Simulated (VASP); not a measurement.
# Co2W (Fd-3m) in VASP: single point with PBE

Aim: the single point of Co2W with PBE.

Everything below comes from runs of VASP 6.6.1. Logs are shortened: lines on timing, memory, paths and dates and some standing lists are left out, and cuts for length are marked.

**1. The cell of the first run**

The structure is cubic, space group Fd-3m (No. 227). The conventional cell has a = 6.628 Å, b = 6.628 Å, c = 6.628 Å, α = 90.00°, β = 90.00°, γ = 90.00°. Co (site symmetry -3m) has 6 Co at 2.34 Å and 6 W at 2.75 Å within 3.1 Å. W (site symmetry -43m) has 12 Co at 2.75 Å and 4 W at 2.87 Å within 3.6 Å.

**2. Single point, PBE, collinear spin, ferromagnetic start**

INCAR

```
SYSTEM = Co2W
PREC     = Accurate       ! precision mode
ENCUT    = 520            ! plane-wave cutoff, eV
EDIFF    = 1E-7           ! SCF threshold, eV
ISMEAR   = 0              ! smearing method
SIGMA    = 0.1            ! smearing width, eV
LREAL    = .FALSE.        ! projectors in reciprocal space
LASPH    = .TRUE.         ! aspherical terms in the spheres
NELM     = 150            ! most SCF steps
ALGO     = Normal         ! electronic algorithm
ISIF     = 2              ! what is computed and relaxed
LWAVE    = .FALSE.        ! write WAVECAR
LCHARG   = .TRUE.         ! write CHGCAR
ISPIN    = 2              ! spin polarisation
MAGMOM   = 3 3 3 3 0 0    ! initial moments
LORBIT   = 11             ! projections on sites
LMAXMIX  = 4              ! l up to which the mixer works
GGA      = PE             ! functional
LELF     = .TRUE.         ! ELF
LVHAR    = .TRUE.       
NBANDS   = 45             ! bands
```

KPOINTS

```
regular mesh
0
G
  6 6 6
  0 0 0
```

POSCAR

```
Co2W
1.0
    0.0000000000      3.3137952211      3.3137952211
    3.3137952211      0.0000000000      3.3137952211
    3.3137952211      3.3137952211      0.0000000000
Co W
4 2
Direct
    0.6250000000      0.6250000000      0.6250000000
    0.1250000000      0.6250000000      0.6250000000
    0.6250000000      0.6250000000      0.1250000000
    0.6250000000      0.1250000000      0.6250000000
    0.0000000000      0.0000000000      0.0000000000
    0.2500000000      0.2500000000      0.2500000000
```

Potentials or basis: VASP PAW PBE potentials, release 64 (Co, W_sv).

Started as:

```
$ cat potpaw_PBE.64/Co/POTCAR potpaw_PBE.64/W_sv/POTCAR > POTCAR
$ mpirun -np 1 vasp_std > vasp.out
```

OUTCAR:

```text
SYSTEM = Co2W
   PREC = Accurate
   ENCUT = 520
   EDIFF = 1E-7
   ISMEAR = 0
   LREAL = .FALSE.
   LASPH = .TRUE.
   NELM = 150
   ISIF = 2
   ISPIN = 2
   LORBIT = 11
   GGA = PE

 ion  position               nearest neighbor table
   1  0.625  0.625  0.625-   2 2.34   3 2.34   4 2.34   3 2.34   4 2.34   2 2.34   6 2.75   5 2.75
                             6 2.75   5 2.75   6 2.75   5 2.75
   2  0.125  0.625  0.625-   1 2.34   3 2.34   4 2.34   1 2.34   3 2.34   4 2.34   5 2.75   6 2.75
                             5 2.75   6 2.75   6 2.75   5 2.75
   3  0.625  0.625  0.125-   1 2.34   1 2.34   2 2.34   4 2.34   4 2.34   2 2.34   6 2.75   5 2.75
                             6 2.75   5 2.75   6 2.75   5 2.75
   4  0.625  0.125  0.625-   1 2.34   3 2.34   1 2.34   2 2.34   3 2.34   2 2.34   6 2.75   5 2.75
                             6 2.75   5 2.75   6 2.75   5 2.75
   5  0.000  0.000  0.000-   1 2.75   3 2.75   4 2.75   1 2.75   2 2.75   3 2.75   1 2.75   2 2.75
                             4 2.75   3 2.75   2 2.75   4 2.75   6 2.87   6 2.87   6 2.87   6 2.87
   6  0.250  0.250  0.250-   3 2.75   1 2.75   2 2.75   4 2.75   1 2.75   2 2.75   3 2.75   1 2.75
                             3 2.75   4 2.75   4 2.75   2 2.75   5 2.87   5 2.87   5 2.87   5 2.87

  LATTYP: Found a face centered cubic cell.
 ALAT       =     6.6275904422

  Lattice vectors:

 A1 = (   0.0000000000,   3.3137952211,   3.3137952211)
 A2 = (   3.3137952211,   0.0000000000,   3.3137952211)
 A3 = (   3.3137952211,   3.3137952211,   0.0000000000)

Analysis of symmetry for initial positions (statically):
=====================================================================
 Subroutine PRICEL returns:
 Original cell was already a primitive cell.

 Routine SETGRP: Setting up the symmetry group for a
 face centered cubic supercell.

 Subroutine GETGRP returns: Found 48 space group operations
 (whereof 24 operations were pure point group operations)
 out of a pool of 48 trial point group operations.

The static configuration has the point symmetry T_d .
 The point group associated with its full space group is O_h .

Analysis of symmetry for dynamics (positions and initial velocities):
=====================================================================
 Subroutine PRICEL returns:
 Original cell was already a primitive cell.

 Routine SETGRP: Setting up the symmetry group for a
 face centered cubic supercell.

 Subroutine GETGRP returns: Found 48 space group operations
 (whereof 24 operations were pure point group operations)
 out of a pool of 48 trial point group operations.

The dynamic configuration has the point symmetry T_d .
 The point group associated with its full space group is O_h .

Analysis of structural, dynamic, and magnetic symmetry:
=====================================================================
 Subroutine PRICEL returns:
 Original cell was already a primitive cell.

 Routine SETGRP: Setting up the symmetry group for a
[... 152 lines left out ...]
  free energy    TOTEN  =       -53.98587581 eV

  energy without entropy =      -53.93806316  energy(sigma->0) =      -53.96196949

 E-fermi :  11.0566     XC(G=0): -13.7206

 val. band max:       11.0535026683   @ k =  -0.3333   0.3333   0.1667
 cond. band min:      11.0581881977   @ k =  -0.3333   0.3333   0.0000
 fundamental gap:      0.0046855294
 Fermi energy:        11.0566176703

 spin component 1

 k-point     1 :       0.0000    0.0000    0.0000
  band No.  band energies     occupation
      1     -63.0882      1.00000
      2     -63.0240      1.00000
      3     -27.3650      1.00000
      4     -27.3650      1.00000
      5     -27.3650      1.00000
      6     -27.0681      1.00000
[... 741 lines left out ...]
     43      17.7787      0.00000
     44      17.7787      0.00000
 Fermi energy:        11.0566176703

 spin component 2

 k-point     1 :       0.0000    0.0000    0.0000
  band No.  band energies     occupation
      1     -63.0880      1.00000
      2     -63.0239      1.00000
      3     -27.3645      1.00000
      4     -27.3645      1.00000
      5     -27.3645      1.00000
      6     -27.0685      1.00000
[... 741 lines left out ...]
     43      17.8625      0.00000
     44      17.8625      0.00000
 [bands above 44 left out]

------------------------ aborting loop because EDIFF is reached ----------------------------------------

  FORCE on cell =-STRESS in cart. coord.  units (eV):
  Direction    XX          YY          ZZ          XY          YZ          ZX
  --------------------------------------------------------------------------------------
  -------------------------------------------------------------------------------------
  Total       -1.2451874     -1.2451874     -1.2451874      0.0000000      0.0000000      0.0000000
  in kB      -27.4118472    -27.4118472    -27.4118472      0.0000000      0.0000000      0.0000000
  external PRESSURE =     -27.4118472 kB  Pullay stress =       0.0000000 kB

 VOLUME and BASIS-vectors are now :
 -----------------------------------------------------------------------------
  energy-cutoff  :      520.00
  volume of cell :       72.78
      direct lattice vectors                 reciprocal lattice vectors
     0.000000000  3.313795221  3.313795221    -0.150884399  0.150884399  0.150884399
     3.313795221  0.000000000  3.313795221     0.150884399 -0.150884399  0.150884399
     3.313795221  3.313795221  0.000000000     0.150884399  0.150884399 -0.150884399

 POSITION                                       TOTAL-FORCE (eV/Angst)
 -----------------------------------------------------------------------------------
      4.14224      4.14224      4.14224        -0.000000      0.000000     -0.000000
      4.14224      2.48535      2.48535        -0.000000      0.000000     -0.000000
      2.48535      2.48535      4.14224        -0.000000      0.000000     -0.000000
      2.48535      4.14224      2.48535        -0.000000      0.000000     -0.000000
      0.00000      0.00000      0.00000        -0.000000     -0.000000     -0.000000
      1.65690      1.65690      1.65690         0.000000      0.000000      0.000000
 -----------------------------------------------------------------------------------
    total drift:                                0.000000      0.000000      0.000000

  FREE ENERGIE OF THE ION-ELECTRON SYSTEM (eV)
  ---------------------------------------------------
  free  energy   TOTEN  =       -53.9858758124 eV

  energy  without entropy=      -53.9380631650  energy(sigma->0) =      -53.96196949

 total charge

# of ion       s       p       d       tot
------------------------------------------
    1        0.529   0.636   7.330   8.495
    2        0.529   0.636   7.330   8.495
    3        0.529   0.636   7.330   8.495
    4        0.529   0.636   7.330   8.495
    5        2.386   6.293   3.195  11.875
    6        2.386   6.293   3.195  11.875
--------------------------------------------------
tot          6.889  15.129  35.711  57.729

 magnetization (x)

# of ion       s       p       d       tot
------------------------------------------
    1       -0.001  -0.001   0.292   0.291
    2       -0.001  -0.001   0.292   0.291
    3       -0.001  -0.001   0.292   0.291
    4       -0.001  -0.001   0.292   0.291
    5        0.001  -0.003  -0.001  -0.002
    6        0.001  -0.003  -0.001  -0.002
--------------------------------------------------
tot         -0.001  -0.008   1.168   1.159
```

stdout:

```text
POSCAR found type information on POSCAR CoW
 POSCAR found :  2 types and       6 ions
 scaLAPACK will be used
 LDA part: xc-table for (Slater+PW92), standard interpolation
 POSCAR, INCAR and KPOINTS ok, starting setup
 FFT: planning ... GRIDC
 FFT: planning ... GRID_SOFT
 FFT: planning ... GRID
 WAVECAR not read
 entering main loop
```

Wall time 3.2 min (1 thread of Intel Xeon Platinum 8488C (Sapphire Rapids), shared host); peak memory 0.28 GiB.

What came out:

```
Free energy                                           : -53.9859 eV
Pressure                                              : -2.7 GPa
Net moment                                            : 1.16 μB per cell
Site moments                                          : Co +0.29; W -0.00 μB
Valence electrons inside the program's atomic spheres : Co 8.49; W 11.88
```

Caveat: spin-orbit coupling is left out, which moves the levels of the heavy elements.
